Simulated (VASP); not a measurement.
Input of a VASP 6.6.1 run:

The input INCAR:

```
PREC = Accurate
ENCUT = 520
EDIFF = 1E-8
ISMEAR = -1
SIGMA = 0.08
LREAL = F
LASPH = T
NELM = 100
ALGO = Normal
ISIF = 2
LWAVE = F
LCHARG = F
GGA = PS
LEFG = T
NBANDS = 12
```

Contents of KPOINTS:

```
regular mesh
0
Gamma
  14 14 14
```

The input POSCAR:

```
Zr
1.0
   -1.7557000000      1.8100000000      1.8100000000
    1.8100000000     -1.7557000000      1.8100000000
    1.8100000000      1.8100000000     -1.7557000000
Zr
1
Direct
    0.0000000000      0.0000000000      0.0000000000
```

Potentials or basis: VASP PAW PBE potentials, release 64 (Zr_sv).

Run with:

```console
$ cat potpaw_PBE.64/Zr_sv/POTCAR > POTCAR
$ mpirun -np 1 vasp_std > vasp.out
```

Predict the band gap on the k mesh.

zero (band 6 reaches 9.27 eV, above the bottom of band 7 at 7.77 eV).

Estimate the pressure.

-6.6 GPa.

Stress tensor (GPa, compression positive):
```
-6.57 -0.91 -0.91
-0.91 -6.57 -0.91
-0.91 -0.91 -6.57
```

Caveat: the cell differs from its parent crystal (equal xy, yz and zx shear strains of +3 %); without QUAD_EFG the Cq values of the log hold for a quadrupole moment of 1 mb, not for the nuclei; the PAW data sets were made with another functional, which shifts forces and pressure a little.
